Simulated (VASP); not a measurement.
Here is a VASP 6.6.1 calculation.

The input INCAR:

```
PREC     = Accurate       # precision mode
ENCUT    = 520            # plane-wave cutoff, eV
EDIFF    = 1E-6           # SCF threshold, eV
ISMEAR   = 0              # smearing method
SIGMA    = 0.05           # smearing width, eV
LREAL    = False          # projectors in reciprocal space
LASPH    = True           # aspherical terms in the spheres
NELM     = 60             # most SCF steps
ALGO     = Normal         # electronic algorithm
ISIF     = 2              # what is computed and relaxed
LWAVE    = False          # write WAVECAR
LCHARG   = False          # write CHGCAR
GGA      = PE             # functional
NBANDS   = 11             # bands
```

File KPOINTS:

```
regular mesh
0
Gamma
  12 12 12
```

The input POSCAR:

```
BN
1.0
    0.0000000000      1.8130010000      1.8130010000
    1.8130010000      0.0000000000      1.8130010000
    1.8130010000      1.8130010000      0.0000000000
B N
1 1
Direct
   -0.0341267563      0.0341267563      0.0000000000
    0.7500000000      0.7500000000      0.7500000000
```

Potentials or basis: VASP PAW PBE potentials, release 64 (B, N).

Launch:

```console
$ cat potpaw_PBE.64/B/POTCAR potpaw_PBE.64/N/POTCAR > POTCAR
$ mpirun -np 1 vasp_std > vasp.out
```

What does it give for the pressure?

2.0 GPa.

Estimate the largest force.

2.100 eV/Å.

Predict the band gap on the k mesh.

3.65 eV, indirect (least direct gap 7.57 eV).

Forces in eV/Å, atoms in the order of the input:
```
B   -1.463  1.463 -0.361
N    1.463 -1.463  0.361
```

Caveat: the cell differs from its parent crystal (all B atoms moved +0.087 Å, as atom 1 along Cartesian [1 -1 0]); forces of over 1 eV/Å act on the atoms, so gaps and moduli don't describe the material at rest. A k mesh can miss the band edges.
